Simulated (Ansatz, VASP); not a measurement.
# Cs2LiGaSe6: VASP beside Ansatz

File INCAR:

```
PREC = Accurate
ENCUT = 520
EDIFF = 1E-6
ISMEAR = -1
SIGMA = 0.1
LREAL = F
LASPH = T
NELM = 100
ALGO = Normal
ISIF = 2
LWAVE = F
LCHARG = F
GGA = PE
NBANDS = 46
```

Contents of KPOINTS:

```
Automatic mesh
0
Gamma
  3 3 3
```

File POSCAR:

```
Cs2LiGaSe6
1.0
    3.6008160000      6.2367930000      0.0000000000
   -3.6008160000      6.2367930000      0.0000000000
    0.0000000000      0.0000000000      5.8613380000
Li Cs Se Ga
1 2 6 1
Direct
    0.0000000000      0.0000000000      0.5000000000
    0.3333000000      0.3333000000      0.2699000000
    0.6666000000      0.6667000000      0.7301000000
    0.1388000000      0.1392000000      0.7618000000
    0.7220000000      0.1388000000      0.7618000000
    0.1392000000      0.7220000000      0.7618000000
    0.2780000000      0.8608000000      0.2382000000
    0.8608000000      0.8612000000      0.2382000000
    0.8612000000      0.2780000000      0.2382000000
    0.0000000000      0.0000000000      0.0000000000
```

Input for Ansatz:

```yaml
crystal:
  lattice:
    - [3.600816, 6.236793, 0.0]
    - [-3.600816, 6.236793, 0.0]
    - [0.0, 0.0, 5.861338]
  atoms:
    - { symbol: Li, position: [0.0, 0.0, 0.5] }
    - { symbol: Cs, position: [0.3333, 0.3333, 0.2699] }
    - { symbol: Cs, position: [0.6666, 0.6667, 0.7301] }
    - { symbol: Se, position: [0.1388, 0.1392, 0.7618] }
    - { symbol: Se, position: [0.722, 0.1388, 0.7618] }
    - { symbol: Se, position: [0.1392, 0.722, 0.7618] }
    - { symbol: Se, position: [0.278, 0.8608, 0.2382] }
    - { symbol: Se, position: [0.8608, 0.8612, 0.2382] }
    - { symbol: Se, position: [0.8612, 0.278, 0.2382] }
    - { symbol: Ga, position: [0.0, 0.0, 0.0] }
  symmetry: { tolerance: 0.0003 }
kpoints:
  mp_grid: { grid: [3, 3, 3], shift: [0, 0, 0] }
magnetization:
  spin_polarized: false
scf:
  occupations: { method: fermi_dirac }
  mixing: { preconditioner: ldos }
  eigensolver: { kind: davidson }
  n_extra_bands: 8
hamiltonian:
  pseudopotentials: { kind: paw }
  xc: pbe
basis:
  ecutwfc: 420
  precision: f64
output:
  forces: true
  stress: true
  eigenvalues: true
  write_density: true
  write_potential: true
  elf: true
  volumetric_format: npy
```

Alike in both runs: task single point; functional PBE; k mesh 3 × 3 × 3; no spin polarisation.

|  | VASP | Ansatz |
| --- | --- | --- |
| version | VASP 6.6.1 | Ansatz 0.2.0 |
| potentials or method | VASP PAW PBE potentials, release 64 (Li_sv, Cs_sv, Se, Ga_d), cutoff 520 eV | PAW plane waves |
| occupations | fermi-dirac, width 0.1 eV | fermi-dirac |
| valence electrons in the cell | 70 | 130 |

|  | VASP | Ansatz | Ansatz less VASP |
| --- | --- | --- | --- |
| gap on the k mesh at the Fermi level (eV) | none | none | - |
| rms of the force components (eV/Å) | 2.024 | 2.010 | -0.0139 |

Atom by atom the forces differ by 0.014 eV/Å (rms over components). A gap of «none» marks a metal or a gap that the smearing closes. VASP's potentials hold 70 valence electrons a cell and Ansatz's 130, so a difference there can come from the potentials and not from the codes. Ansatz's warnings: structure snapped to symmetry.

Spin-orbit coupling is off throughout. Noted on VASP's run: the cutoff is under 1.25 times that of the potentials, so the pressure is a little rough.
